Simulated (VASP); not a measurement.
# Sc3Au2 (P4/mbm) in VASP: single point with PBE

Aim: the single point of Sc3Au2 with PBE.

Everything below comes from runs of VASP 6.6.1. Logs are shortened: lines on timing, memory, paths and dates and some standing lists are left out, and cuts for length are marked.

## (1) The cell of the first run

The structure is tetragonal, space group P4/mbm (No. 127). The conventional cell has a = 7.671 Å, b = 7.671 Å, c = 3.422 Å, α = 90.00°, β = 90.00°, γ = 90.00°. Within 3.7 Å of Au (site symmetry m2m) lie 8 Sc at 2.77 to 2.98 Å and 3 Au at 2.95 to 3.42 Å. Sc (site symmetry 4/m) has 4 Au at 2.98 Å and 10 Sc at 3.34 to 3.42 Å within 3.9 Å. Sc (site symmetry m2m) has 6 Au at 2.77 to 2.87 Å and 7 Sc at 3.34 to 3.54 Å within 3.7 Å.

## (2) Single point, PBE

Input file INCAR:

```
SYSTEM = Sc3Au2
  PREC = Accurate
  ENCUT = 520
  EDIFF = 1E-6
  ISMEAR = 0
  SIGMA = 0.0293
  LREAL = .FALSE.
  LASPH = .TRUE.
  NELM = 100
  ALGO = Normal
  ISIF = 2
  LWAVE = .FALSE.
  LCHARG = .FALSE.
  GGA = PE
  NBANDS = 66
```

Input file KPOINTS:

```
Automatic mesh
0
G
  4 4 8
  0 0 0
```

Input file POSCAR:

```
Sc3Au2
1.0
    7.6709573141      0.0000000000      0.0000000000
    0.0000000000      7.6709573141      0.0000000000
    0.0000000000      0.0000000000      3.4220608740
Au Sc
4 6
Direct
    0.6358431964      0.1358431964      0.0000000000
    0.8641568036      0.6358431964      0.0000000000
    0.3641568036      0.8641568036      0.0000000000
    0.1358431964      0.3641568036      0.0000000000
    0.0000000000      0.0000000000      0.0000000000
    0.5000000000      0.5000000000      0.0000000000
    0.1629682777      0.6629682777      0.5000000000
    0.3370317223      0.1629682777      0.5000000000
    0.8370317223      0.3370317223      0.5000000000
    0.6629682777      0.8370317223      0.5000000000
```

Potentials or basis: VASP PAW PBE potentials, release 64 (Au, Sc_sv).

Command:

```sh
$ cat potpaw_PBE.64/Au/POTCAR potpaw_PBE.64/Sc_sv/POTCAR > POTCAR
$ mpirun -np 1 vasp_std > vasp.out
```

OUTCAR:

```text
SYSTEM = Sc3Au2
   PREC = Accurate
   ENCUT = 520
   EDIFF = 1E-6
   ISMEAR = 0
   LREAL = .FALSE.
   LASPH = .TRUE.
   NELM = 100
   ISIF = 2
   GGA = PE

 ion  position               nearest neighbor table
   1  0.636  0.136  0.000-   9 2.77   9 2.77  10 2.87   8 2.87   8 2.87  10 2.87   3 2.95   5 2.98
                             6 2.98
   2  0.864  0.636  0.000-  10 2.77  10 2.77   7 2.87   7 2.87   9 2.87   9 2.87   4 2.95   5 2.98
                             6 2.98
   3  0.364  0.864  0.000-   7 2.77   7 2.77  10 2.87   8 2.87   8 2.87  10 2.87   1 2.95   5 2.98
                             6 2.98
   4  0.136  0.364  0.000-   8 2.77   8 2.77   9 2.87   7 2.87   7 2.87   9 2.87   2 2.95   5 2.98
                             6 2.98
   5  0.000  0.000  0.000-   1 2.98   2 2.98   3 2.98   4 2.98   7 3.34   8 3.34   9 3.34  10 3.34
                             7 3.34   8 3.34   9 3.34  10 3.34
   6  0.500  0.500  0.000-   1 2.98   2 2.98   3 2.98   4 2.98   7 3.34   8 3.34   9 3.34  10 3.34
                             7 3.34   8 3.34   9 3.34  10 3.34
   7  0.163  0.663  0.500-   3 2.77   3 2.77   4 2.87   2 2.87   2 2.87   4 2.87   6 3.34   5 3.34
                             5 3.34   6 3.34
   8  0.337  0.163  0.500-   4 2.77   4 2.77   1 2.87   1 2.87   3 2.87   3 2.87   6 3.34   5 3.34
                             5 3.34   6 3.34
   9  0.837  0.337  0.500-   1 2.77   1 2.77   4 2.87   2 2.87   2 2.87   4 2.87   6 3.34   5 3.34
                             5 3.34   6 3.34
  10  0.663  0.837  0.500-   2 2.77   2 2.77   3 2.87   1 2.87   1 2.87   3 2.87   6 3.34   5 3.34
                             5 3.34   6 3.34

  LATTYP: Found a simple tetragonal cell.
 ALAT       =     7.6709573141
 C/A-ratio  =     0.4461061030

  Lattice vectors:

 A1 = (   7.6709573141,   0.0000000000,   0.0000000000)
 A2 = (   0.0000000000,   7.6709573141,   0.0000000000)
 A3 = (   0.0000000000,   0.0000000000,   3.4220608740)

Analysis of symmetry for initial positions (statically):
=====================================================================
 Subroutine PRICEL returns:
 Original cell was already a primitive cell.

 Routine SETGRP: Setting up the symmetry group for a
 simple tetragonal supercell.

 Subroutine GETGRP returns: Found 16 space group operations
 (whereof  8 operations were pure point group operations)
 out of a pool of 16 trial point group operations.

The static configuration has the point symmetry C_4h.
 The point group associated with its full space group is D_4h.

Analysis of symmetry for dynamics (positions and initial velocities):
=====================================================================
 Subroutine PRICEL returns:
 Original cell was already a primitive cell.

 Routine SETGRP: Setting up the symmetry group for a
 simple tetragonal supercell.

 Subroutine GETGRP returns: Found 16 space group operations
 (whereof  8 operations were pure point group operations)
 out of a pool of 16 trial point group operations.

The dynamic configuration has the point symmetry C_4h.
 The point group associated with its full space group is D_4h.

 Subroutine INISYM returns: Found 16 space group operations
 (whereof  8 operations are pure point group operations),
 and found     1 'primitive' translations

----------------------------------------------------------------------------------------

                                     Primitive cell

  volume of cell :     201.3663

  direct lattice vectors                    reciprocal lattice vectors
     7.670957314  0.000000000  0.000000000     0.130361826  0.000000000  0.000000000
     0.000000000  7.670957314  0.000000000     0.000000000  0.130361826  0.000000000
     0.000000000  0.000000000  3.422060874     0.000000000  0.000000000  0.292221570

  length of vectors
     7.670957314  7.670957314  3.422060874     0.130361826  0.130361826  0.292221570

  position of ions in fractional coordinates (direct lattice)
     0.635843196  0.135843196  0.000000000
     0.864156804  0.635843196  0.000000000
     0.364156804  0.864156804  0.000000000
     0.135843196  0.364156804  0.000000000
     0.000000000  0.000000000  0.000000000
     0.500000000  0.500000000  0.000000000
     0.162968278  0.662968278  0.500000000
     0.337031722  0.162968278  0.500000000
     0.837031722  0.337031722  0.500000000
     0.662968278  0.837031722  0.500000000

  ion indices of the primitive-cell ions
   primitive index   ion index
                 1           1
                 2           2
                 3           3
                 4           4
                 5           5
                 6           6
                 7           7
                 8           8
                 9           9
                10          10

----------------------------------------------------------------------------------------

 KPOINTS: Automatic mesh

Automatic generation of k-mesh.
 Grid dimensions read from file:
 generate k-points for:    4    4    8

 Generating k-lattice:

  Cartesian coordinates                     Fractional coordinates (reciprocal lattice)
     0.032590456  0.000000000  0.000000000     0.250000000  0.000000000  0.000000000
     0.000000000  0.032590456  0.000000000     0.000000000  0.250000000  0.000000000
     0.000000000  0.000000000  0.036527696     0.000000000  0.000000000  0.125000000

  Length of vectors
     0.032590456  0.032590456  0.036527696

  Shift w.r.t. Gamma in fractional coordinates (k-lattice)
     0.000000000  0.000000000  0.000000000

 Subroutine IBZKPT returns following result:
 ===========================================

 Found     30 irreducible k-points:

 Following reciprocal coordinates:
            Coordinates               Weight
  0.000000  0.000000  0.000000      1.000000
  0.250000  0.000000  0.000000      4.000000
  0.500000  0.000000  0.000000      2.000000
  0.250000  0.250000  0.000000      4.000000
  0.500000  0.250000  0.000000      4.000000
  0.500000  0.500000  0.000000      1.000000
[... 16 lines left out ...]
  0.500000  0.250000  0.375000      8.000000
  0.500000  0.500000  0.375000      2.000000
 [... further k-points ...]
   k-points           NKPTS =     30   k-points in BZ     NKDIM =     30   number of bands    NBANDS=     66
   number of dos      NEDOS =    301   number of ions     NIONS =     10
   total plane-waves  NPLWV = 100800
   dimension x,y,z NGX =    60 NGY =   60 NGZ =   28
   dimension x,y,z NGXF=   120 NGYF=  120 NGZF=   56
   ions per type =               4   6
   NGX,Y,Z   is equivalent  to a cutoff of  13.00, 13.00, 13.60 a.u.
   NGXF,Y,Z  is equivalent  to a cutoff of  26.01, 26.01, 27.21 a.u.
 SYSTEM =  Sc3Au2
   PREC   = accura    normal or accurate (medium, high low for compatibility)
   ISTART =      0    job   : 0-new  1-cont  2-samecut
   ICHARG =      2    charge: 1-file 2-atom 10-const
   ISPIN  =      1    spin polarized calculation?
   LNONCOLLINEAR =      F non collinear calculations
   LSORBIT =      F    spin-orbit coupling
   LASPH  =      T    aspherical Exc in radial PAW
   ENCUT  =  520.0 eV  38.22 Ry    6.18 a.u.  14.26 14.26  6.36*2*pi/ulx,y,z
   NELM   =    100;   NELMIN=  2; NELMDL= -5     # of ELM steps
   EDIFF  = 0.1E-05   stopping-criterion for ELM
   LREAL  =      F    real-space projection
   EDIFFG = 0.1E-04   stopping-criterion for IOM
   NSW    =      0    number of steps for IOM
   IBRION =     -1    ionic relax: 0-MD 1-quasi-New 2-CG
   NFREE  =      0    steps in history (QN), initial steepest desc. (CG)
   ISIF   =      2    stress and relaxation
   ISYM   =      2    0-nonsym 1-usesym 2-fastsym
   POTIM  = 0.5000    time-step for ionic-motion
   TEBEG  =    0.0;   TEEND  =   0.0 temperature during run
   PSTRESS=    0.0 pullay stress
   NELECT =     110.0000    total number of electrons
   NUPDOWN=      -1.0000    fix difference up-down
   EMIN   =  10.00;   EMAX   =-10.00  energy-range for DOS
   EFERMI =   0.00;   METHOD = LEGACY
   ISMEAR =     0;   SIGMA  =   0.03  broadening in eV -4-tet -1-fermi 0-gaus
   EFERMI_NEDOS =   21; number of points for ismear=-14 and -15
   IALGO  =     38    algorithm
   IMIX   =      4    mixing-type and parameters
     AMIX     =   0.40;   BMIX     =  1.00
     AMIX_MAG =   1.60;   BMIX_MAG =  1.00
  volume/ion in A,a.u.               =      20.14       135.89
  Fermi-wavevector in a.u.,A,eV,Ry     =   1.338269  2.528962 24.367546  1.790964
  Thomas-Fermi vector in A             =   2.466753
   LORBIT       =      0    0 simple, 1 ext, 2 COOP (PROOUT), +10 PAW based schemes
   GGA     = PE    functional components
   LHFCALC =     F    Hartree Fock is set to
   AEXX    =    0.0000 exact exchange contribution
   IVDW    =     0    specifies the selected vdW correction
   LEPSILON=     F    determine dielectric tensor
   LRPA    =     F    only Hartree local field effects (RPA)
 non-spin polarized calculation
 Gauss-broadening in eV      SIGMA  =   0.03
  energy-cutoff  :      520.00
  volume of cell :      201.37
 maximum number of plane-waves:      5464
 NGX is ok and might be reduce to    60
   NGX = 29   NGY = 29   NGZ = 13

 number of electron     109.9999992 magnetization

 Free energy of the ion-electron system (eV)
  ---------------------------------------------------
  ext. energy  EPLUGINS =         0.00000000
  ---------------------------------------------------
  free energy    TOTEN  =       -56.92601748 eV

  energy without entropy =      -56.92169882  energy(sigma->0) =      -56.92385815

 E-fermi :   6.3774     XC(G=0): -11.1024

 val. band max:        6.3696370443   @ k =   0.2500   0.2500   0.5000
 cond. band min:       6.3852120322   @ k =   0.0000   0.0000   0.2500
 fundamental gap:      0.0155749880
 Fermi energy:         6.3773974587

 k-point     1 :       0.0000    0.0000    0.0000
  band No.  band energies     occupation
      1     -43.3963      2.00000
      2     -43.3926      2.00000
      3     -43.2722      2.00000
      4     -43.2717      2.00000
      5     -43.2698      2.00000
      6     -43.2698      2.00000
[... 58 lines left out ...]
     65       8.1137      0.00000
     66       8.1521      0.00000

 k-point     2 :       0.2500    0.0000    0.0000
  band No.  band energies     occupation
      1     -43.3957      2.00000
      2     -43.3931      2.00000
      3     -43.2726      2.00000
      4     -43.2723      2.00000
      5     -43.2693      2.00000
      6     -43.2693      2.00000
[... 58 lines left out ...]
     65       8.0511      0.00000
     66       8.2669      0.00000

 k-point     3 :       0.5000    0.0000    0.0000
  band No.  band energies     occupation
      1     -43.3944      2.00000
      2     -43.3944      2.00000
      3     -43.2729      2.00000
      4     -43.2729      2.00000
      5     -43.2689      2.00000
      6     -43.2689      2.00000
[... 1438 lines left out ...]
     65       7.4412      0.00000
     66       7.4412      0.00000

 k-point    24 :       0.5000    0.5000    0.3750
  band No.  band energies     occupation
      1     -43.3836      2.00000
      2     -43.3836      2.00000
      3     -43.2640      2.00000
      4     -43.2640      2.00000
      5     -43.2601      2.00000
      6     -43.2601      2.00000
[... 58 lines left out ...]
     65       7.3050      0.00000
     66       7.3050      0.00000

 [... further k-points ...]

------------------------ aborting loop because EDIFF is reached ----------------------------------------

  FORCE on cell =-STRESS in cart. coord.  units (eV):
  Direction    XX          YY          ZZ          XY          YZ          ZX
  --------------------------------------------------------------------------------------
  -------------------------------------------------------------------------------------
  Total        6.3086172      6.3086172      6.3147755      0.0000000      0.0000000      0.0000000
  in kB       50.1947034     50.1947034     50.2437021      0.0000000      0.0000000      0.0000000
  external PRESSURE =      50.2110363 kB  Pullay stress =       0.0000000 kB

 VOLUME and BASIS-vectors are now :
 -----------------------------------------------------------------------------
  energy-cutoff  :      520.00
  volume of cell :      201.37
      direct lattice vectors                 reciprocal lattice vectors
     7.670957314  0.000000000  0.000000000     0.130361826  0.000000000  0.000000000
     0.000000000  7.670957314  0.000000000     0.000000000  0.130361826  0.000000000
     0.000000000  0.000000000  3.422060874     0.000000000  0.000000000  0.292221570

 POSITION                                       TOTAL-FORCE (eV/Angst)
 -----------------------------------------------------------------------------------
      4.87753      1.04205      0.00000        -0.005703     -0.005703      0.000000
      6.62891      4.87753      0.00000         0.005703     -0.005703     -0.000000
      2.79343      6.62891      0.00000         0.005703      0.005703      0.000000
      1.04205      2.79343      0.00000        -0.005703      0.005703      0.000000
      0.00000      0.00000      0.00000        -0.000000     -0.000000      0.000000
      3.83548      3.83548      0.00000        -0.000000     -0.000000      0.000000
      1.25012      5.08560      1.71103        -0.001306     -0.001306     -0.000000
      2.58536      1.25012      1.71103         0.001306     -0.001306      0.000000
      6.42083      2.58536      1.71103         0.001306      0.001306      0.000000
      5.08560      6.42083      1.71103        -0.001306      0.001306     -0.000000
 -----------------------------------------------------------------------------------
    total drift:                                0.000000     -0.000000     -0.000000

  FREE ENERGIE OF THE ION-ELECTRON SYSTEM (eV)
  ---------------------------------------------------
  free  energy   TOTEN  =       -56.9260174779 eV

  energy  without entropy=      -56.9216988156  energy(sigma->0) =      -56.92385815
```

Wall time 12 min (1 thread of Intel Xeon 8259CL, shared host); peak memory 0.49 GiB.

What came out:

```
Free energy            : -56.9260 eV
Pressure               : 5.0 GPa
Largest force          : 0.008 eV/Å
Band gap on the k mesh : zero (band 55 reaches 6.88 eV, above the bottom of band 56 at 6.09 eV)
```

Forces on the atoms (eV/Å):
```
Au  -0.006 -0.006  0.000
Au   0.006 -0.006  0.000
Au   0.006  0.006  0.000
Au  -0.006  0.006  0.000
Sc   0.000  0.000  0.000
Sc   0.000  0.000  0.000
Sc  -0.001 -0.001  0.000
Sc   0.001 -0.001  0.000
Sc   0.001  0.001  0.000
Sc  -0.001  0.001  0.000
```

Caveat: spin-orbit coupling is left out, which moves the levels of the heavy elements.
